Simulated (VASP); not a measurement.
The system is Nb3Sn2S2.

```
CELL_PARAMETERS angstrom
2.80282 1.61821 4.80259
-2.80282 1.61821 4.80259
0.00000 -3.23642 4.80259
ATOMIC_POSITIONS crystal
Nb 0.00000 0.00000 0.50000
Nb 0.00000 0.50000 0.00000
Nb 0.50000 0.00000 0.00000
Sn 0.00000 0.00000 0.00000
Sn 0.50000 0.50000 0.50000
S 0.72100 0.72100 0.72100
S 0.27900 0.27900 0.27900
```

The cell was built from a structure type or drawn by symmetry, and may not be a known phase.

| Quantity | Value |
| --- | --- |
| Program | VASP 6.6.1 |
| Task | relaxation of cell and atoms |
| Functional | PBE |
| Potentials or basis | VASP PAW PBE potentials, release 64 (Nb_sv, Sn_d, S) |
| Cutoff | 600 eV |
| k mesh | 3 × 3 × 3 |
| Occupations | gaussian, width 0.15 eV |
| Spin | no spin polarisation |

At the start: pressure 24.8 GPa; volume 18.67 Å³/atom.

**Question.** How do energy, volume and symmetry change on relaxing?

**Answer.** Over 10 steps the energy falls by 250.7 meV/atom and the volume is 21.00 Å³/atom (+12.5 %); space group R-3m (No. 166, to 0.1 Å) before and after.

The path:
| step | energy change (eV) | largest force (eV/Å) | pressure (GPa) | volume (Å³) |
| --- | --- | --- | --- | --- |
| 1 | 0.0000 | 5.0583 | 24.78 | 130.69 |
| 2 | 2.1787 | 3.1150 | -18.29 | 193.27 |
| 3 | -1.7085 | 0.0252 | -2.27 | 151.33 |
| 4 | -1.7235 | 0.2309 | -0.89 | 149.67 |
| 5 | -1.7244 | 0.3217 | -0.38 | 149.11 |
| 6 | -1.7409 | 0.2566 | -0.16 | 148.24 |
| 7 | -1.7535 | 0.1142 | 0.42 | 146.40 |
| 8 | -1.7536 | 0.1293 | 0.36 | 146.59 |
| 9 | -1.7524 | 0.1323 | -0.73 | 147.55 |
| 10 | -1.7546 | 0.0240 | -0.08 | 146.97 |

Final structure:
```
CELL_PARAMETERS angstrom
2.93936 1.69704 4.91055
-2.93936 1.69704 4.91055
0.00000 -3.39408 4.91055
ATOMIC_POSITIONS crystal
Nb 0.00000 0.00000 0.50000
Nb 0.00000 0.50000 0.00000
Nb 0.50000 0.00000 0.00000
Sn 0.00000 0.00000 0.00000
Sn 0.50000 0.50000 0.50000
S 0.71125 0.71125 0.71125
S 0.28875 0.28875 0.28875
```

Caveat: the k points lie up to 0.44 Å⁻¹ apart in the final cell, too coarse for converged energies and pressures of a metal.
